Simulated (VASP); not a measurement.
# Cr (Im-3m) in VASP: notebook

The runs below take Cr through single point, with r2SCAN.

Program: VASP 6.6.1. These are calculated values, not measurements. Logs are shortened: lines on timing, memory, paths and dates and some standing lists are left out, and cuts for length are marked.

## Step 1: The cell of the first run

The structure is cubic, space group Im-3m (No. 229). Conventional cell: a = 2.830 Å, b = 2.830 Å, c = 2.830 Å, α = 90.00°, β = 90.00°, γ = 90.00°. Cr (site symmetry m-3m) has 14 Cr at 2.45 to 2.83 Å within 3.2 Å.

## Step 2: Single point, r2SCAN, collinear spin, ferromagnetic start

File POSCAR:

```
Cr
1.0
   -1.4148813462      1.4148813462      1.4148813462
    1.4148813462     -1.4148813462      1.4148813462
    1.4148813462      1.4148813462     -1.4148813462
Cr
1
Direct
    0.0000000000      0.0000000000      0.0000000000
```

File INCAR.step1:

```
SYSTEM = Cr
ALGO = Normal
EDIFF = 1E-4
ENCUT = 520
GGA = PE
ISMEAR = 1
ISPIN = 2
LASPH = .True.
LCHARG = .False.
LMAXMIX = 4
LREAL = .False.
LWAVE = .True.
MAGMOM = 1.5
NBANDS = 16
NELM = 150
PREC = Accurate
SIGMA = 0.2
```

File INCAR.step2:

```
SYSTEM = Cr
ALGO = Normal
EDIFF = 1E-6
ENCUT = 520
ISIF = 2
ISMEAR = 1
ISPIN = 2
ISTART = 1
LASPH = .True.
LCHARG = .True.
LELF = .True.
LMAXMIX = 4
LMIXTAU = .True.
LORBIT = 11
LREAL = .False.
LVHAR = .True.
LWAVE = .False.
MAGMOM = 1.5
METAGGA = R2SCAN
NBANDS = 16
NELM = 150
PREC = Accurate
SIGMA = 0.2
```

File KPOINTS:

```
k-points
0
Gamma
  15 15 15
  0 0 0
```

Potentials or basis: VASP PAW PBE potentials, release 64 (Cr_pv).

On the command line:

```
> cat potpaw_PBE.64/Cr_pv/POTCAR > POTCAR
> cp INCAR.step1 INCAR
> mpirun -np 1 vasp_std > vasp.out
> cp INCAR.step2 INCAR
> mpirun -np 1 vasp_std > vasp.out
```

OUTCAR:

```text
SYSTEM = Cr
   EDIFF = 1E-6
   ENCUT = 520
   ISIF = 2
   ISMEAR = 1
   ISPIN = 2
   ISTART = 1
   LASPH = .True.
   LORBIT = 11
   LREAL = .False.
   METAGGA = R2SCAN
   NELM = 150
   PREC = Accurate

 ion  position               nearest neighbor table
   1  0.000  0.000  0.000-

  LATTYP: Found a body centered cubic cell.
 ALAT       =     2.8297626924

  Lattice vectors:

 A1 = (  -1.4148813462,   1.4148813462,   1.4148813462)
 A2 = (   1.4148813462,  -1.4148813462,   1.4148813462)
 A3 = (   1.4148813462,   1.4148813462,  -1.4148813462)

Analysis of symmetry for initial positions (statically):
=====================================================================
 Subroutine PRICEL returns:
 Original cell was already a primitive cell.

 Routine SETGRP: Setting up the symmetry group for a
 body centered cubic supercell.

 Subroutine GETGRP returns: Found 48 space group operations
 (whereof 48 operations were pure point group operations)
 out of a pool of 48 trial point group operations.

The static configuration has the point symmetry O_h .

Analysis of symmetry for dynamics (positions and initial velocities):
=====================================================================
 Subroutine PRICEL returns:
 Original cell was already a primitive cell.

 Routine SETGRP: Setting up the symmetry group for a
 body centered cubic supercell.

 Subroutine GETGRP returns: Found 48 space group operations
 (whereof 48 operations were pure point group operations)
 out of a pool of 48 trial point group operations.

The dynamic configuration has the point symmetry O_h .

Analysis of structural, dynamic, and magnetic symmetry:
=====================================================================
 Subroutine PRICEL returns:
 Original cell was already a primitive cell.

 Routine SETGRP: Setting up the symmetry group for a
 body centered cubic supercell.

 Subroutine GETGRP returns: Found 48 space group operations
 (whereof 48 operations were pure point group operations)
 out of a pool of 48 trial point group operations.

The overall configuration has the point symmetry O_h .

 Subroutine INISYM returns: Found 48 space group operations
 (whereof 48 operations are pure point group operations),
 and found     1 'primitive' translations

----------------------------------------------------------------------------------------

[... 104 lines left out ...]
   EFERMI =   0.00;   METHOD = LEGACY
   ISMEAR =     1;   SIGMA  =   0.20  broadening in eV -4-tet -1-fermi 0-gaus
   EFERMI_NEDOS =   21; number of points for ismear=-14 and -15
   IALGO  =     38    algorithm
   IMIX   =      4    mixing-type and parameters
     AMIX     =   0.40;   BMIX     =  1.00
     AMIX_MAG =   1.60;   BMIX_MAG =  1.00
  volume/ion in A,a.u.               =      11.33        76.46
  Fermi-wavevector in a.u.,A,eV,Ry     =   1.668765  3.153509 37.889194  2.784777
  Thomas-Fermi vector in A             =   2.754555
   LORBIT       =     11    0 simple, 1 ext, 2 COOP (PROOUT), +10 PAW based schemes
   METAGGA = R2SCAN    functional components
   LHFCALC =     F    Hartree Fock is set to
   AEXX    =    0.0000 exact exchange contribution
   IVDW    =     0    specifies the selected vdW correction
   LEPSILON=     F    determine dielectric tensor
   LRPA    =     F    only Hartree local field effects (RPA)
 spin polarized calculation
 Methfessel and Paxton  Order N= 1 SIGMA  =   0.20
  energy-cutoff  :      520.00
  volume of cell :       11.33
 maximum number of plane-waves:       321
   NGX =  9   NGY =  9   NGZ =  9

 number of electron      12.0000006 magnetization      -0.0000046

 number of electron      12.0000006 magnetization       0.0000006

 Free energy of the ion-electron system (eV)
  ---------------------------------------------------
  ext. energy  EPLUGINS =         0.00000000
  ---------------------------------------------------
  free energy    TOTEN  =       -14.80052341 eV

  energy without entropy =      -14.79734674  energy(sigma->0) =      -14.79946452

 E-fermi :  11.1716     XC(G=0): -15.1133

 val. band max:       11.1510352340   @ k =  -0.2000   0.2000   0.1333
 cond. band min:      11.1769419323   @ k =   0.0667   0.0667   0.0667
 fundamental gap:      0.0259066983
 Fermi energy:        11.1715602015

 spin component 1

 k-point     1 :       0.0000    0.0000    0.0000
  band No.  band energies     occupation
      1     -33.1125      1.00000
      2     -33.1125      1.00000
      3     -33.1125      1.00000
      4       2.7042      1.00000
      5      10.2067      1.00000
      6      10.2068      1.00000
[... 435 lines left out ...]
      5       8.6414      1.00000
      6       9.9541      1.00000
[... 8 lines left out ...]
     15      41.9279      0.00000
     16      47.4492      0.00000

 [... further k-points ...]

 spin component 2

 k-point     1 :       0.0000    0.0000    0.0000
  band No.  band energies     occupation
      1     -33.1125      1.00000
      2     -33.1125      1.00000
      3     -33.1125      1.00000
      4       2.7042      1.00000
      5      10.2067      1.00000
      6      10.2068      1.00000
[... 435 lines left out ...]
      5       8.6414      1.00000
      6       9.9541      1.00000
[... 8 lines left out ...]
     15      41.9279      0.00000
     16      47.4492      0.00000

 [... further k-points ...]

------------------------ aborting loop because EDIFF is reached ----------------------------------------

  FORCE on cell =-STRESS in cart. coord.  units (eV):
  Direction    XX          YY          ZZ          XY          YZ          ZX
  --------------------------------------------------------------------------------------
  -------------------------------------------------------------------------------------
  Total        0.0417922      0.0417922      0.0417922      0.0000000     -0.0000000      0.0000000
  in kB        5.9099719      5.9099719      5.9099719      0.0000000     -0.0000000      0.0000000
  external PRESSURE =       5.9099719 kB  Pullay stress =       0.0000000 kB

 VOLUME and BASIS-vectors are now :
 -----------------------------------------------------------------------------
  energy-cutoff  :      520.00
  volume of cell :       11.33
      direct lattice vectors                 reciprocal lattice vectors
    -1.414881346  1.414881346  1.414881346     0.000000000  0.353386523  0.353386523
     1.414881346 -1.414881346  1.414881346     0.353386523  0.000000000  0.353386523
     1.414881346  1.414881346 -1.414881346     0.353386523  0.353386523  0.000000000

 POSITION                                       TOTAL-FORCE (eV/Angst)
 -----------------------------------------------------------------------------------
      0.00000      0.00000      0.00000        -0.000000     -0.000000     -0.000000
 -----------------------------------------------------------------------------------
    total drift:                                0.000000      0.000000      0.000000

  FREE ENERGIE OF THE ION-ELECTRON SYSTEM (eV)
  ---------------------------------------------------
  free  energy   TOTEN  =       -14.8005234137 eV

  energy  without entropy=      -14.7973467394  energy(sigma->0) =      -14.79946452

 total charge

# of ion       s       p       d       tot
------------------------------------------
    1        0.694   6.437   4.191  11.322

 magnetization (x)

# of ion       s       p       d       tot
------------------------------------------
    1       -0.000  -0.000   0.000   0.000
```

OSZICAR.step1:

```text
N       E                     dE             d eps       ncg     rms          rms(c)
DAV:   1     0.792779027765E+02    0.79278E+02   -0.60981E+03  7856   0.851E+02
DAV:   2    -0.932592742984E+01   -0.88604E+02   -0.84545E+02  8360   0.247E+02
DAV:   3    -0.107607278788E+02   -0.14348E+01   -0.14326E+01  8904   0.345E+01
DAV:   4    -0.107654290536E+02   -0.47012E-02   -0.47011E-02  8744   0.195E+00
DAV:   5    -0.107654609086E+02   -0.31855E-04   -0.31854E-04  8928   0.144E-01    0.152E+01
DAV:   6    -0.950957796834E+01    0.12559E+01   -0.19891E+00  7848   0.260E+01    0.290E+00
DAV:   7    -0.951550435746E+01   -0.59264E-02   -0.58434E-02  8048   0.220E+00    0.153E+00
DAV:   8    -0.951033457113E+01    0.51698E-02   -0.34253E-03  9048   0.562E-01    0.887E-01
DAV:   9    -0.950756925282E+01    0.27653E-02   -0.13210E-03  8504   0.408E-01    0.167E-01
DAV:  10    -0.950768838508E+01   -0.11913E-03   -0.27054E-04  7568   0.120E-01    0.521E-02
DAV:  11    -0.950769718920E+01   -0.88041E-05   -0.11780E-05  4064   0.355E-02
   1 F= -.95076972E+01 E0= -.95069451E+01  d E =-.225623E-02  mag=    -0.0013
```

Wall time 63 s (1 thread of Intel Xeon 6975P-C (Granite Rapids), shared host); peak memory 0.15 GiB.

Results:

| Item | Value |
| --- | --- |
| Free energy | -14.8005 eV |
| Pressure | 0.6 GPa |
| Band gap on the k mesh | zero (filled and empty bands overlap) |
| Net moment | 0.00 μB per cell |
| Valence electrons inside the program's atomic spheres | Cr 11.32 |

Caveat: the PAW data sets were made with another functional, which shifts forces and pressure a little.

## Step 3: Single point, r2SCAN, collinear spin, ferromagnetic start

POSCAR is that of step 2.

File INCAR.step1:

```
SYSTEM = Cr
PREC = Accurate
ENCUT = 520
ISMEAR = 1
SIGMA = 0.3
LREAL = .FALSE.
LASPH = .TRUE.
NELM = 150
ISPIN = 2
MAGMOM = 1.5
LMAXMIX = 4
NBANDS = 16
GGA = PE
ALGO = Normal
EDIFF = 1E-4
LWAVE = .TRUE.
LCHARG = .FALSE.
```

File INCAR.step2:

```
SYSTEM = Cr
PREC = Accurate
ENCUT = 520
EDIFF = 1E-6
ISMEAR = 1
SIGMA = 0.3
LREAL = .FALSE.
LASPH = .TRUE.
NELM = 150
ALGO = Normal
ISIF = 2
LWAVE = .FALSE.
LCHARG = .FALSE.
ISPIN = 2
MAGMOM = 1.5
LORBIT = 11
LMAXMIX = 4
METAGGA = R2SCAN
LMIXTAU = .TRUE.
NBANDS = 16
ISTART = 1
```

File KPOINTS:

```
regular mesh
0
G
  15 15 15
  0 0 0
```

Potentials or basis: VASP PAW PBE potentials, release 64 (Cr_pv).

On the command line:

```
> cat potpaw_PBE.64/Cr_pv/POTCAR > POTCAR
> cp INCAR.step1 INCAR
> mpirun -np 1 vasp_std > vasp.out
> cp INCAR.step2 INCAR
> mpirun -np 1 vasp_std > vasp.out
```

Run time: 63 s. Hardware: 1 thread of Intel Xeon 6975P-C (Granite Rapids), shared host; peak memory 0.15 GiB.

It converged, with:

- Free energy: -14.8020 eV
- Pressure: 0.6 GPa
- Band gap on the k mesh: zero (filled and empty bands overlap)
- Net moment: 0.00 μB per cell
- Valence electrons inside the program's atomic spheres: Cr 11.32

Levels at points of the mesh, in eV from the Fermi level:
Spin up:
| k point | band 2 | band 3 | band 4 | band 5 | band 6 | band 7 | band 8 | band 9 | band 10 | band 11 |
| --- | --- | --- | --- | --- | --- | --- | --- | --- | --- | --- |
| (0.00, 0.00, 0.00) | -44.29 | -44.29 | -8.48 | -0.97 | -0.97 | -0.97 | 1.45 | 1.45 | 3.23 | 23.26 |
Spin down:
```tsv
k point	band 3	band 4	band 5	band 6	band 7	band 8	band 9	band 10
(0.00, 0.00, 0.00)	-44.29	-8.48	-0.97	-0.97	-0.97	1.45	1.45	3.23
```

Caveat: so wide a smearing shifts energies and pressures; the PAW data sets were made with another functional, which shifts forces and pressure a little.

## Step 4: Single point, r2SCAN, collinear spin, ferromagnetic start

POSCAR is that of step 3.

File INCAR.step1:

```
PREC = Accurate ; ENCUT = 520
ISMEAR = 1 ; SIGMA = 0.6
LREAL = False ; LASPH = True
NELM = 150 ; ISPIN = 2
MAGMOM = 1.5 ; LMAXMIX = 4
NBANDS = 16 ; GGA = PE
ALGO = Normal ; EDIFF = 1E-4
LWAVE = True ; LCHARG = False
```

File INCAR.step2:

```
PREC = Accurate ; ENCUT = 520
EDIFF = 1E-6 ; ISMEAR = 1
SIGMA = 0.6 ; LREAL = False
LASPH = True ; NELM = 150
ALGO = Normal ; ISIF = 2
LWAVE = False ; LCHARG = False
ISPIN = 2 ; MAGMOM = 1.5
LORBIT = 11 ; LMAXMIX = 4
METAGGA = R2SCAN ; LMIXTAU = True
NBANDS = 16 ; ISTART = 1
```

File KPOINTS:

```
Automatic mesh
0
Gamma
  15 15 15
```

On the command line:

```
> cat potpaw_PBE.64/Cr_pv/POTCAR > POTCAR
> cp INCAR.step1 INCAR
> mpirun -np 1 vasp_std > vasp.out
> cp INCAR.step2 INCAR
> mpirun -np 1 vasp_std > vasp.out
```

Run time: 62 s. Hardware: 1 thread of Intel Xeon 6975P-C (Granite Rapids), shared host; peak memory 0.14 GiB.

Results (log left out):

```
Free energy                                           : -14.7992 eV
Pressure                                              : 0.2 GPa
Band gap on the k mesh                                : zero (filled and empty bands overlap)
Net moment                                            : 0.00 μB per cell
Valence electrons inside the program's atomic spheres : Cr 11.32
```

Levels at points of the mesh, in eV from the Fermi level:
Spin up:
| k point | band 4 | band 5 | band 6 | band 7 | band 8 | band 9 |
| --- | --- | --- | --- | --- | --- | --- |
| (0.00, 0.00, 0.00) | -8.49 | -0.99 | -0.99 | -0.99 | 1.44 | 1.44 |
Spin down:
```tsv
k point	band 3	band 4	band 5	band 6	band 7	band 8	band 9	band 10
(0.00, 0.00, 0.00)	-44.31	-8.49	-0.99	-0.99	-0.99	1.44	1.44	3.21
```

Caveat: so wide a smearing shifts energies and pressures; the PAW data sets were made with another functional, which shifts forces and pressure a little.

## Step 5: Single point, r2SCAN, collinear spin, ferromagnetic start

POSCAR is that of step 4.

File INCAR.step1:

```
  PREC = Accurate
  ENCUT = 520
  ISMEAR = 1
  SIGMA = 1.0
  LREAL = False
  LASPH = True
  NELM = 150
  ISPIN = 2
  MAGMOM = 1.5
  LMAXMIX = 4
  NBANDS = 16
  GGA = PE
  ALGO = Normal
  EDIFF = 1E-4
  LWAVE = True
  LCHARG = False
```

File INCAR.step2:

```
  PREC = Accurate
  ENCUT = 520
  EDIFF = 1E-6
  ISMEAR = 1
  SIGMA = 1.0
  LREAL = False
  LASPH = True
  NELM = 150
  ALGO = Normal
  ISIF = 2
  LWAVE = False
  LCHARG = False
  ISPIN = 2
  MAGMOM = 1.5
  LORBIT = 11
  LMAXMIX = 4
  METAGGA = R2SCAN
  LMIXTAU = True
  NBANDS = 16
  ISTART = 1
```

KPOINTS is that of step 4.

On the command line:

```
> cat potpaw_PBE.64/Cr_pv/POTCAR > POTCAR
> cp INCAR.step1 INCAR
> mpirun -np 1 vasp_std > vasp.out
> cp INCAR.step2 INCAR
> mpirun -np 1 vasp_std > vasp.out
```

Run time: 69 s. Hardware: 1 thread of Intel Xeon 6975P-C (Granite Rapids), shared host; peak memory 0.15 GiB.

The run converged. Its results:

| Item | Value |
| --- | --- |
| Free energy | -14.7623 eV |
| Pressure | -1.6 GPa |
| Band gap on the k mesh | zero (filled and empty bands overlap) |
| Net moment | 0.00 μB per cell |
| Valence electrons inside the program's atomic spheres | Cr 11.32 |

Levels at points of the mesh, in eV from the Fermi level:
Spin up:
| k point | band 2 | band 3 | band 4 | band 5 | band 6 | band 7 | band 8 | band 9 | band 10 | band 11 |
| --- | --- | --- | --- | --- | --- | --- | --- | --- | --- | --- |
| (0.00, 0.00, 0.00) | -44.27 | -44.27 | -8.43 | -0.95 | -0.95 | -0.95 | 1.49 | 1.49 | 3.26 | 23.31 |
Spin down:
| k point | band 2 | band 3 | band 4 | band 5 | band 6 | band 7 | band 8 | band 9 | band 10 | band 11 |
| --- | --- | --- | --- | --- | --- | --- | --- | --- | --- | --- |
| (0.00, 0.00, 0.00) | -44.27 | -44.27 | -8.43 | -0.95 | -0.95 | -0.95 | 1.49 | 1.49 | 3.26 | 23.31 |

Caveat: so wide a smearing shifts energies and pressures; the PAW data sets were made with another functional, which shifts forces and pressure a little.
